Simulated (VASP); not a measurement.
# Ru (Im-3m) in VASP: further runs

Ru is run at these levels: PBE; tasks: single point.

Program: VASP 6.6.1. These are calculated values, not measurements. Logs are shortened: lines on timing, memory, paths and dates and some standing lists are left out, and cuts for length are marked.

## (1) The cell of the first run

The structure is cubic, space group Im-3m (No. 229). The conventional cell has a = 3.053 Å, b = 3.053 Å, c = 3.053 Å, α = 90.00°, β = 90.00°, γ = 90.00°. Ru (site symmetry m-3m) has 14 Ru at 2.64 to 3.05 Å within 3.5 Å.

## (2) Single point, PBE, collinear spin, ferromagnetic start

Input file INCAR:

```
PREC     = Accurate       # precision mode
ENCUT    = 520            # plane-wave cutoff, eV
EDIFF    = 1E-6           # SCF threshold, eV
ISMEAR   = -1             # smearing method
SIGMA    = 0.05           # smearing width, eV
LREAL    = F              # projectors in reciprocal space
LASPH    = T              # aspherical terms in the spheres
NELM     = 150            # most SCF steps
ALGO     = Normal         # electronic algorithm
ISIF     = 2              # what is computed and relaxed
LWAVE    = F              # write WAVECAR
LCHARG   = F              # write CHGCAR
ISPIN    = 2              # spin polarisation
MAGMOM   = 1              # initial moments
LORBIT   = 11             # projections on sites
LMAXMIX  = 4              # l up to which the mixer works
GGA      = PE             # functional
NBANDS   = 17             # bands
```

Input file KPOINTS:

```
regular mesh
0
Gamma
  15 15 15
```

Input file POSCAR:

```
Ru
1.0
   -1.5265669048      1.5265669048      1.5265669048
    1.5265669048     -1.5265669048      1.5265669048
    1.5265669048      1.5265669048     -1.5265669048
Ru
1
Direct
    0.0000000000      0.0000000000      0.0000000000
```

Potentials or basis: VASP PAW PBE potentials, release 64 (Ru_pv).

The run is started by

```bash
cat potpaw_PBE.64/Ru_pv/POTCAR > POTCAR
mpirun -np 1 vasp_std > vasp.out
```

OUTCAR:

```text
PREC = Accurate
   ENCUT = 520
   EDIFF = 1E-6
   ISMEAR = -1
   LREAL = F
   LASPH = T
   NELM = 150
   ISIF = 2
   ISPIN = 2
   LORBIT = 11
   GGA = PE

 ion  position               nearest neighbor table
   1  0.000  0.000  0.000-

  LATTYP: Found a body centered cubic cell.
 ALAT       =     3.0531338096

  Lattice vectors:

 A1 = (  -1.5265669048,   1.5265669048,   1.5265669048)
 A2 = (   1.5265669048,  -1.5265669048,   1.5265669048)
 A3 = (   1.5265669048,   1.5265669048,  -1.5265669048)

Analysis of symmetry for initial positions (statically):
=====================================================================
 Subroutine PRICEL returns:
 Original cell was already a primitive cell.

 Routine SETGRP: Setting up the symmetry group for a
 body centered cubic supercell.

 Subroutine GETGRP returns: Found 48 space group operations
[... 9 lines left out ...]

 Routine SETGRP: Setting up the symmetry group for a
 body centered cubic supercell.

 Subroutine GETGRP returns: Found 48 space group operations
 (whereof 48 operations were pure point group operations)
 out of a pool of 48 trial point group operations.

The dynamic configuration has the point symmetry O_h .

Analysis of structural, dynamic, and magnetic symmetry:
=====================================================================
 Subroutine PRICEL returns:
 Original cell was already a primitive cell.

 Routine SETGRP: Setting up the symmetry group for a
 body centered cubic supercell.

 Subroutine GETGRP returns: Found 48 space group operations
 (whereof 48 operations were pure point group operations)
 out of a pool of 48 trial point group operations.

The overall configuration has the point symmetry O_h .

 Subroutine INISYM returns: Found 48 space group operations
[... 5 lines left out ...]
                                     Primitive cell

  volume of cell :      14.2301

  direct lattice vectors                    reciprocal lattice vectors
    -1.526566905  1.526566905  1.526566905     0.000000000  0.327532320  0.327532320
     1.526566905 -1.526566905  1.526566905     0.327532320  0.000000000  0.327532320
     1.526566905  1.526566905 -1.526566905     0.327532320  0.327532320  0.000000000

  length of vectors
     2.644091440  2.644091440  2.644091440     0.463200649  0.463200649  0.463200649

  position of ions in fractional coordinates (direct lattice)
     0.000000000  0.000000000  0.000000000

  ion indices of the primitive-cell ions
   primitive index   ion index
                 1           1

----------------------------------------------------------------------------------------

[... 76 lines left out ...]
   ISYM   =      2    0-nonsym 1-usesym 2-fastsym
   POTIM  = 0.5000    time-step for ionic-motion
   TEBEG  =    0.0;   TEEND  =   0.0 temperature during run
   PSTRESS=    0.0 pullay stress
   NELECT =      14.0000    total number of electrons
   NUPDOWN=      -1.0000    fix difference up-down
   EMIN   =  10.00;   EMAX   =-10.00  energy-range for DOS
[... 5 lines left out ...]
     AMIX     =   0.40;   BMIX     =  1.00
     AMIX_MAG =   1.60;   BMIX_MAG =  1.00
  volume/ion in A,a.u.               =      14.23        96.03
  Fermi-wavevector in a.u.,A,eV,Ry     =   1.628227  3.076903 36.070729  2.651124
  Thomas-Fermi vector in A             =   2.720893
   LORBIT       =     11    0 simple, 1 ext, 2 COOP (PROOUT), +10 PAW based schemes
   GGA     = PE    functional components
   LHFCALC =     F    Hartree Fock is set to
   AEXX    =    0.0000 exact exchange contribution
   IVDW    =     0    specifies the selected vdW correction
   LEPSILON=     F    determine dielectric tensor
   LRPA    =     F    only Hartree local field effects (RPA)
 spin polarized calculation
  energy-cutoff  :      520.00
  volume of cell :       14.23
 maximum number of plane-waves:       394
   NGX =  9   NGY =  9   NGZ =  9

 number of electron      14.0000004 magnetization       0.0018179

 Free energy of the ion-electron system (eV)
  ---------------------------------------------------
  ext. energy  EPLUGINS =         0.00000000
  ---------------------------------------------------
  free energy    TOTEN  =        -8.61862457 eV

  energy without entropy =       -8.60220349  energy(sigma->0) =       -8.61041403

 E-fermi :  12.1545     XC(G=0): -13.8193

 val. band max:       12.1529919611   @ k =   0.2000   0.1333   0.1333
 cond. band min:      12.1548441850   @ k =   0.2000   0.1333   0.1333
 fundamental gap:      0.0018522239
 Fermi energy:        12.1545203963

 spin component 1

 k-point     1 :       0.0000    0.0000    0.0000
  band No.  band energies     occupation
      1     -30.4057      1.00000
      2     -30.4057      1.00000
      3     -30.4057      1.00000
      4       4.2929      1.00000
      5       9.4239      1.00000
      6       9.4239      1.00000
[... 459 lines left out ...]
      6      10.1100      1.00000
[... 9 lines left out ...]
     16      42.3509      0.00000
     17      45.3415      0.00000

 [... further k-points ...]

 spin component 2

 k-point     1 :       0.0000    0.0000    0.0000
  band No.  band energies     occupation
      1     -30.4042      1.00000
      2     -30.4042      1.00000
      3     -30.4042      1.00000
      4       4.2932      1.00000
      5       9.4248      1.00000
      6       9.4248      1.00000
[... 459 lines left out ...]
      6      10.1111      1.00000
[... 9 lines left out ...]
     16      42.3514      0.00000
     17      45.3418      0.00000

 [... further k-points ...]

------------------------ aborting loop because EDIFF is reached ----------------------------------------

  FORCE on cell =-STRESS in cart. coord.  units (eV):
  Direction    XX          YY          ZZ          XY          YZ          ZX
  --------------------------------------------------------------------------------------
  -------------------------------------------------------------------------------------
  Total       -0.0119717     -0.0119717     -0.0119717      0.0000000     -0.0000000      0.0000000
  in kB       -1.3479017     -1.3479017     -1.3479017      0.0000000     -0.0000000      0.0000000
  external PRESSURE =      -1.3479017 kB  Pullay stress =       0.0000000 kB

 VOLUME and BASIS-vectors are now :
 -----------------------------------------------------------------------------
  energy-cutoff  :      520.00
  volume of cell :       14.23
      direct lattice vectors                 reciprocal lattice vectors
    -1.526566905  1.526566905  1.526566905     0.000000000  0.327532320  0.327532320
     1.526566905 -1.526566905  1.526566905     0.327532320  0.000000000  0.327532320
     1.526566905  1.526566905 -1.526566905     0.327532320  0.327532320  0.000000000

 POSITION                                       TOTAL-FORCE (eV/Angst)
 -----------------------------------------------------------------------------------
      0.00000      0.00000      0.00000         0.000000     -0.000000     -0.000000
 -----------------------------------------------------------------------------------
    total drift:                                0.000000     -0.000000     -0.000000

  FREE ENERGIE OF THE ION-ELECTRON SYSTEM (eV)
  ---------------------------------------------------
  free  energy   TOTEN  =        -8.6186245673 eV

  energy  without entropy=       -8.6022034922  energy(sigma->0) =       -8.61041403

 total charge

# of ion       s       p       d       tot
------------------------------------------
    1        0.381   6.273   5.929  12.584

 magnetization (x)

# of ion       s       p       d       tot
------------------------------------------
    1       -0.000  -0.000   0.002   0.002
```

OSZICAR:

```text
N       E                     dE             d eps       ncg     rms          rms(c)
DAV:   1     0.112248291140E+03    0.11225E+03   -0.74628E+03  8288   0.838E+02
DAV:   2    -0.738159516344E+01   -0.11963E+03   -0.11398E+03  9035   0.275E+02
DAV:   3    -0.915286531096E+01   -0.17713E+01   -0.17616E+01  9425   0.352E+01
DAV:   4    -0.915777244552E+01   -0.49071E-02   -0.49067E-02  9134   0.192E+00
DAV:   5    -0.915779777715E+01   -0.25332E-04   -0.25331E-04  9178   0.125E-01    0.123E+01
DAV:   6    -0.865061245541E+01    0.50719E+00   -0.63152E-01  8521   0.963E+00    0.367E+00
DAV:   7    -0.861746443442E+01    0.33148E-01   -0.59405E-02  9147   0.257E+00    0.129E+00
DAV:   8    -0.861811174489E+01   -0.64731E-03   -0.36351E-03  8510   0.614E-01    0.684E-01
DAV:   9    -0.861804015268E+01    0.71592E-04   -0.15646E-03  8763   0.380E-01    0.193E-01
DAV:  10    -0.861821728795E+01   -0.17714E-03   -0.24721E-04  8862   0.115E-01    0.930E-02
DAV:  11    -0.861827267974E+01   -0.55392E-04   -0.15794E-05  9165   0.288E-02    0.764E-02
DAV:  12    -0.861848043202E+01   -0.20775E-03   -0.27049E-04  8340   0.116E-01    0.460E-02
DAV:  13    -0.861854799848E+01   -0.67566E-04   -0.75722E-05  9009   0.600E-02    0.309E-02
DAV:  14    -0.861857301872E+01   -0.25020E-04   -0.16252E-05  8686   0.279E-02    0.246E-02
DAV:  15    -0.861862184543E+01   -0.48827E-04   -0.27208E-04  8333   0.116E-01    0.608E-03
DAV:  16    -0.861862433525E+01   -0.24898E-05   -0.47433E-06  9187   0.174E-02    0.329E-03
DAV:  17    -0.861862456726E+01   -0.23201E-06   -0.25635E-07  4380   0.435E-03
   1 F= -.86186246E+01 E0= -.86104140E+01  d E =-.164211E-01  mag=     0.0004
```

Wall time 24 s (1 thread of Intel Xeon 6975P-C (Granite Rapids), shared host); peak memory 0.16 GiB.

What came out:

| Quantity | Value |
| --- | --- |
| Free energy | -8.6186 eV |
| Pressure | -0.1 GPa |
| Band gap on the k mesh | zero (filled and empty bands overlap) |
| Net moment | 0.00 μB per cell |
| Valence electrons inside the program's atomic spheres | Ru 12.58 |

## (3) Single point, PBE, collinear spin, ferromagnetic start (volume scaled by 0.88)

Input file INCAR:

```
SYSTEM = Ru
ALGO = Normal ; EDIFF = 1E-6
ENCUT = 520 ; GGA = PE
ISIF = 2 ; ISMEAR = -1
ISPIN = 2 ; LASPH = .TRUE.
LCHARG = .FALSE. ; LMAXMIX = 4
LORBIT = 11 ; LREAL = .FALSE.
LWAVE = .FALSE. ; MAGMOM = 1
NBANDS = 17 ; NELM = 150
PREC = Accurate ; SIGMA = 0.05
```

Input file KPOINTS:

```
k-points
0
G
  16 16 16
  0 0 0
```

Input file POSCAR:

```
Ru
1.0
   -1.4628845961      1.4628845961      1.4628845961
    1.4628845961     -1.4628845961      1.4628845961
    1.4628845961      1.4628845961     -1.4628845961
Ru
1
Direct
    0.0000000000      0.0000000000      0.0000000000
```

Potentials or basis: VASP PAW PBE potentials, release 64 (Ru_pv).

The run is started by

```bash
cat potpaw_PBE.64/Ru_pv/POTCAR > POTCAR
mpirun -np 1 vasp_std > vasp.out
```

OUTCAR:

```text
SYSTEM = Ru
   EDIFF = 1E-6
   ENCUT = 520
   GGA = PE
   ISIF = 2
   ISMEAR = -1
   ISPIN = 2
   LASPH = .TRUE.
   LORBIT = 11
   LREAL = .FALSE.
   NELM = 150
   PREC = Accurate

 ion  position               nearest neighbor table
   1  0.000  0.000  0.000-

  LATTYP: Found a body centered cubic cell.
 ALAT       =     2.9257691922

  Lattice vectors:

 A1 = (  -1.4628845961,   1.4628845961,   1.4628845961)
 A2 = (   1.4628845961,  -1.4628845961,   1.4628845961)
 A3 = (   1.4628845961,   1.4628845961,  -1.4628845961)

Analysis of symmetry for initial positions (statically):
=====================================================================
 Subroutine PRICEL returns:
 Original cell was already a primitive cell.

 Routine SETGRP: Setting up the symmetry group for a
 body centered cubic supercell.

 Subroutine GETGRP returns: Found 48 space group operations
[... 9 lines left out ...]

 Routine SETGRP: Setting up the symmetry group for a
 body centered cubic supercell.

 Subroutine GETGRP returns: Found 48 space group operations
 (whereof 48 operations were pure point group operations)
 out of a pool of 48 trial point group operations.

The dynamic configuration has the point symmetry O_h .

Analysis of structural, dynamic, and magnetic symmetry:
=====================================================================
 Subroutine PRICEL returns:
 Original cell was already a primitive cell.

 Routine SETGRP: Setting up the symmetry group for a
 body centered cubic supercell.

 Subroutine GETGRP returns: Found 48 space group operations
 (whereof 48 operations were pure point group operations)
 out of a pool of 48 trial point group operations.

The overall configuration has the point symmetry O_h .

 Subroutine INISYM returns: Found 48 space group operations
[... 5 lines left out ...]
                                     Primitive cell

  volume of cell :      12.5225

[... 112 lines left out ...]
   LHFCALC =     F    Hartree Fock is set to
   AEXX    =    0.0000 exact exchange contribution
   IVDW    =     0    specifies the selected vdW correction
   LEPSILON=     F    determine dielectric tensor
   LRPA    =     F    only Hartree local field effects (RPA)
 spin polarized calculation
  energy-cutoff  :      520.00
  volume of cell :       12.52
 maximum number of plane-waves:       370
   NGX =  9   NGY =  9   NGZ =  9

 number of electron      14.0000006 magnetization       0.0013652

 Free energy of the ion-electron system (eV)
  ---------------------------------------------------
  ext. energy  EPLUGINS =         0.00000000
  ---------------------------------------------------
  free energy    TOTEN  =        -8.38291659 eV

  energy without entropy =       -8.36828701  energy(sigma->0) =       -8.37560180

 E-fermi :  14.5605     XC(G=0): -14.6165

 val. band max:       14.5573992758   @ k =   0.2500   0.2500   0.0625
 cond. band min:      14.5652909353   @ k =   0.3125   0.1875   0.0625
 fundamental gap:      0.0078916595
 Fermi energy:        14.5605123266

 spin component 1

 k-point     1 :       0.0000    0.0000    0.0000
  band No.  band energies     occupation
      1     -28.0533      1.00000
      2     -28.0533      1.00000
      3     -28.0533      1.00000
      4       5.9059      1.00000
      5      11.2678      1.00000
      6      11.2678      1.00000
[... 459 lines left out ...]
      6      11.3219      1.00000
[... 9 lines left out ...]
     16      46.0136      0.00000
     17      48.2029      0.00000

 [... further k-points ...]

 spin component 2

 k-point     1 :       0.0000    0.0000    0.0000
  band No.  band energies     occupation
      1     -28.0522      1.00000
      2     -28.0522      1.00000
      3     -28.0522      1.00000
      4       5.9061      1.00000
      5      11.2686      1.00000
      6      11.2686      1.00000
[... 459 lines left out ...]
      6      11.3225      1.00000
[... 9 lines left out ...]
     16      46.0140      0.00000
     17      48.2033      0.00000

 [... further k-points ...]

------------------------ aborting loop because EDIFF is reached ----------------------------------------

  FORCE on cell =-STRESS in cart. coord.  units (eV):
  Direction    XX          YY          ZZ          XY          YZ          ZX
  --------------------------------------------------------------------------------------
  -------------------------------------------------------------------------------------
  Total        3.8243447      3.8243447      3.8243447      0.0000000      0.0000000      0.0000000
  in kB      489.3024779    489.3024779    489.3024779      0.0000000      0.0000000      0.0000000
  external PRESSURE =     489.3024779 kB  Pullay stress =       0.0000000 kB

 VOLUME and BASIS-vectors are now :
 -----------------------------------------------------------------------------
  energy-cutoff  :      520.00
  volume of cell :       12.52
      direct lattice vectors                 reciprocal lattice vectors
    -1.462884596  1.462884596  1.462884596     0.000000000  0.341790461  0.341790461
     1.462884596 -1.462884596  1.462884596     0.341790461  0.000000000  0.341790461
     1.462884596  1.462884596 -1.462884596     0.341790461  0.341790461  0.000000000

 POSITION                                       TOTAL-FORCE (eV/Angst)
 -----------------------------------------------------------------------------------
      0.00000      0.00000      0.00000        -0.000000      0.000000     -0.000000
 -----------------------------------------------------------------------------------
    total drift:                                0.000000     -0.000000      0.000000

  FREE ENERGIE OF THE ION-ELECTRON SYSTEM (eV)
  ---------------------------------------------------
  free  energy   TOTEN  =        -8.3829165928 eV

  energy  without entropy=       -8.3682870127  energy(sigma->0) =       -8.37560180

 total charge

# of ion       s       p       d       tot
------------------------------------------
    1        0.433   6.352   6.077  12.862

 magnetization (x)

# of ion       s       p       d       tot
------------------------------------------
    1       -0.000  -0.000   0.001   0.001
```

stdout:

```text
POSCAR found type information on POSCAR Ru
 POSCAR found :  1 types and       1 ions
 scaLAPACK will be used
 LDA part: xc-table for (Slater+PW92), standard interpolation
 POSCAR, INCAR and KPOINTS ok, starting setup
 FFT: planning ... GRIDC
 FFT: planning ... GRID_SOFT
 FFT: planning ... GRID
 WAVECAR not read
 entering main loop
```

Wall time 24 s (1 thread of Intel Xeon 6975P-C (Granite Rapids), shared host); peak memory 0.17 GiB.

Results:

```
Free energy                                           : -8.3829 eV
Pressure                                              : 48.9 GPa
Band gap on the k mesh                                : zero (filled and empty bands overlap)
Net moment                                            : 0.00 μB per cell
Valence electrons inside the program's atomic spheres : Ru 12.86
```

Levels at points of the mesh, in eV from the Fermi level:
Spin up:
```csv
k point,band 3,band 4,band 5,band 6,band 7,band 8,band 9,band 10,band 11,band 12
"(0.00, 0.00, 0.00)",-42.61,-8.65,-3.29,-3.29,-3.29,-0.14,-0.14,10.39,17.19,17.19
"(0.50, 0.00, 0.00)",-42.62,-7.12,-5.35,-0.12,0.44,1.32,2.89,10.39,11.72,13.72
"(0.50, 0.50, 0.50)",-43.59,-7.37,-7.37,2.15,2.15,2.15,10.00,10.00,10.00,10.39
```
Spin down:
```csv
k point,band 4,band 5,band 6,band 7,band 8,band 9,band 10,band 11
"(0.00, 0.00, 0.00)",-8.65,-3.29,-3.29,-3.29,-0.14,-0.14,10.39,17.19
"(0.50, 0.00, 0.00)",-7.12,-5.35,-0.12,0.44,1.32,2.89,10.39,11.72
"(0.50, 0.50, 0.50)",-7.37,-7.37,2.15,2.15,2.15,10.00,10.00,10.00
```
